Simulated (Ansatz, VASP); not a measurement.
Two plane-wave programs on CsCl

```
Cs Cl
1.0
     4.22117    0.00000    0.00000
     0.00000    4.22117    0.00000
     0.00000    0.00000    4.22117
Cs Cl
1 1
Direct
  0.00000 0.00000 0.00000
  0.50000 0.50000 0.50000
```

Alike in both runs: task relaxation of the atoms; functional r2SCAN; k mesh 8 × 8 × 8; occupations fermi-dirac, width 0.02 eV; no spin polarisation.

```csv
,VASP,Ansatz
version,VASP 6.6.1,Ansatz 0.2.0
potentials or method,"VASP PAW PBE potentials, release 64 (Cs_sv, Cl), cutoff 500 eV",PAW plane waves
valence electrons in the cell,16,16
```

Ansatz gave:

```
gap on the k mesh at the Fermi level, each at its own relaxed structure (eV) : 5.73
```

Problem. Which values does VASP return?

Solution. gap on the k mesh at the Fermi level, each at its own relaxed structure (eV): 5.72.

VASP's potentials were made for PBE, not for r2SCAN. Ansatz's warnings: stress scf threshold loose.

Neither program's run includes spin-orbit coupling. Noted on VASP's run: the relaxation stopped at its first step, so nothing moved.
